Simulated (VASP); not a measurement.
Input of a VASP 6.6.1 run:

INCAR

```
SYSTEM = ScZn3
PREC     = Accurate       ! precision mode
ENCUT    = 600            ! plane-wave cutoff, eV
EDIFF    = 1E-6           ! SCF threshold, eV
ISMEAR   = -1             ! smearing method
SIGMA    = 0.05           ! smearing width, eV
LREAL    = .False.        ! projectors in reciprocal space
LASPH    = .True.         ! aspherical terms in the spheres
NELM     = 60             ! most SCF steps
ALGO     = Normal         ! electronic algorithm
ISIF     = 3              ! what is computed and relaxed
LWAVE    = .False.        ! write WAVECAR
LCHARG   = .False.        ! write CHGCAR
GGA      = PS             ! functional
IBRION   = 2              ! ionic algorithm
NSW      = 80             ! ionic steps
EDIFFG   = -0.03          ! ionic threshold
```

File KPOINTS:

```
regular mesh
0
Gamma
  11 11 11
  0 0 0
```

Contents of POSCAR:

```
ScZn3
1.0
    0.0000000000      3.1563880400      3.1563880400
    3.1563880400      0.0000000000      3.1563880400
    3.1563880400      3.1563880400      0.0000000000
Sc Zn
1 3
Direct
    0.0000000000      0.0000000000      0.0000000000
    0.2500000000      0.2500000000      0.2500000000
    0.7500000000      0.7500000000      0.7500000000
    0.5000000000      0.5000000000      0.5000000000
```

Potentials or basis: VASP PAW PBE potentials, release 64 (Sc_sv, Zn).

The run is started by

```bash
$ cat potpaw_PBE.64/Sc_sv/POTCAR potpaw_PBE.64/Zn/POTCAR > POTCAR
$ mpirun -np 1 vasp_std > vasp.out
```

**Question.** Predict the relaxed cell.

**Answer.** a = 4.432 Å, b = 4.432 Å, c = 4.432 Å, α = 60.00°, β = 60.00°, γ = 60.00°.

**Question.** What does it give for the relaxed volume?

**Answer.** 15.39 Å³/atom.

**Question.** Estimate the space group after relaxing (to 0.05 Å).

**Answer.** Fm-3m (No. 225).

Final structure:
```
Sc Zn
1.0
     0.00000    3.13422    3.13422
     3.13422    0.00000    3.13422
     3.13422    3.13422    0.00000
Sc Zn
1 3
Direct
  0.00000 0.00000 0.00000
  0.25000 0.25000 0.25000
  0.75000 0.75000 0.75000
  0.50000 0.50000 0.50000
```

Caveat: the PAW data sets were made with another functional, which shifts forces and pressure a little.
